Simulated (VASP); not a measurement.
Write the native input for VASP 6.6.1 that does the following.

| Property | Result |
| --- | --- |
| Task | single point |
| Functional | PBEsol |
| Potentials or basis | VASP PAW PBE potentials, release 64 (Ti_sv, Al) |
| Cutoff | 520 eV |
| k mesh | 16 × 16 × 16 |
| Occupations | gaussian, width 0.15 eV |
| Spin | no spin polarisation |
| Dipole correction | no |
| Further INCAR settings | ALGO = Fast; EDIFF = 1e-06; NBANDS = 14 |

The structure of TiAl lies in POSCAR:

```
TiAl
1.0
    3.0560896142      0.0000000000      0.0000000000
    0.0000000000      3.0560896142      0.0000000000
    0.0000000000      0.0000000000      3.2761280664
Ti Al
1 1
Direct
    0.0000000000      0.0000000000      0.0000000000
    0.5000000000      0.5000000000      0.5000000000
```

These files were run (other wordings do the same):

INCAR

```
SYSTEM = TiAl
  PREC = Accurate
  ENCUT = 520
  EDIFF = 1E-6
  ISMEAR = 0
  SIGMA = 0.15
  LREAL = .FALSE.
  LASPH = .TRUE.
  NELM = 80
  ALGO = Fast
  ISIF = 2
  LWAVE = .FALSE.
  LCHARG = .FALSE.
  GGA = PS
  NBANDS = 14
```

KPOINTS

```
Automatic mesh
0
G
  16 16 16
  0 0 0
```

Potentials or basis: VASP PAW PBE potentials, release 64 (Ti_sv, Al).

Run with:

```console
$ cat potpaw_PBE.64/Ti_sv/POTCAR potpaw_PBE.64/Al/POTCAR > POTCAR
$ mpirun -np 1 vasp_std > vasp.out
```

Results of the run:

| Property | Result |
| --- | --- |
| Pressure | 3.6 GPa |
| Band gap on the k mesh | zero (an odd number of electrons rules out a gap without spin polarisation) |

Caveat: the stress differs along the axes, from 2 to 7 GPa; the PAW data sets were made with another functional, which shifts forces and pressure a little.

Run time: 8.2 min on 1 thread of AMD EPYC 7R13, on a shared host, peak memory 0.26 GiB.
